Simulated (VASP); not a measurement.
Here is a VASP 6.6.1 calculation.

INCAR

```
PREC = Accurate
ENCUT = 520
EDIFF = 1E-6
ISMEAR = 0
SIGMA = 0.2
LREAL = F
LASPH = T
NELM = 80
ALGO = Normal
ISIF = 2
LWAVE = F
LCHARG = T
GGA = PE
LELF = T
LVHAR = T
NBANDS = 58
```

File KPOINTS:

```
Automatic mesh
0
Gamma
  3 3 3
```

POSCAR

```
In7S
1.0
    8.6027141523      0.0000000000      0.0000000000
    0.0000000000      8.6027141523      0.0000000000
    0.0000000000      0.0000000000      8.6027141523
In S
7 1
Direct
    0.3112186387      0.0000000000      0.0000000000
    0.6887813613      0.0000000000      0.0000000000
    0.0000000000      0.3112186387      0.0000000000
    0.0000000000      0.6887813613      0.0000000000
    0.0000000000      0.0000000000      0.3112186387
    0.0000000000      0.0000000000      0.6887813613
    0.5000000000      0.5000000000      0.5000000000
    0.0000000000      0.0000000000      0.0000000000
```

Potentials or basis: VASP PAW PBE potentials, release 64 (In_d, S).

Launch:

```console
$ cat potpaw_PBE.64/In_d/POTCAR potpaw_PBE.64/S/POTCAR > POTCAR
$ mpirun -np 1 vasp_std > vasp.out
```

(1) Estimate the band gap on the k mesh.

(2) Predict the pressure.

(3) Estimate the largest force.

Results:

(1) zero (an odd number of electrons rules out a gap without spin polarisation).

(2) 0.0 GPa.

(3) 0.051 eV/Å.

Caveat: spin-orbit coupling is left out, which moves the levels of the heavy elements.
